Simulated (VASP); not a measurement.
Write the native input for VASP 6.6.1 that does the following.

| Item | Value |
| --- | --- |
| Task | single point |
| Functional | PBE |
| Potentials or basis | VASP PAW PBE potentials, release 64 (Be, C) |
| Cutoff | 600 eV |
| k mesh | 12 × 12 × 12 |
| Occupations | gaussian, width 0.02 eV |
| Spin | no spin polarisation |
| Dipole correction | no |
| Further INCAR settings | ALGO = Normal; EDIFF = 1e-06; NBANDS = 11 |

The structure of Be2C lies in POSCAR:

```
Be2C
1.0
    0.0000000000      2.0739566044      2.0739566044
    2.0739566044      0.0000000000      2.0739566044
    2.0739566044      2.0739566044      0.0000000000
Be C
2 1
Direct
    0.2500000000      0.2500000000      0.2500000000
    0.7500000000      0.7500000000      0.7500000000
    0.0000000000      0.0000000000      0.0000000000
```

This cell differs from its parent crystal: volume scaled by 0.88.

These files were run (other wordings do the same):

INCAR

```
  PREC = Accurate
  ENCUT = 600
  EDIFF = 1E-6
  ISMEAR = 0
  SIGMA = 0.02
  LREAL = False
  LASPH = True
  NELM = 120
  ALGO = Normal
  ISIF = 2
  LWAVE = False
  LCHARG = True
  GGA = PE
  LELF = True
  LVHAR = True
  NBANDS = 11
  GGA_COMPAT = False
```

KPOINTS

```
Automatic mesh
0
Gamma
  12 12 12
```

Potentials or basis: VASP PAW PBE potentials, release 64 (Be, C).

The run is started by

```console
$ cat potpaw_PBE.64/Be/POTCAR potpaw_PBE.64/C/POTCAR > POTCAR
$ mpirun -np 1 vasp_std > vasp.out
```

Results of the run:

```
Pressure               : 32.6 GPa
Band gap on the k mesh : 1.21 eV, indirect (least direct gap 4.37 eV)
```

It took 7 s on 1 thread of Intel(R) Xeon(R) Platinum 8488C (Sapphire Rapids), on a shared host, peak memory 0.14 GiB.
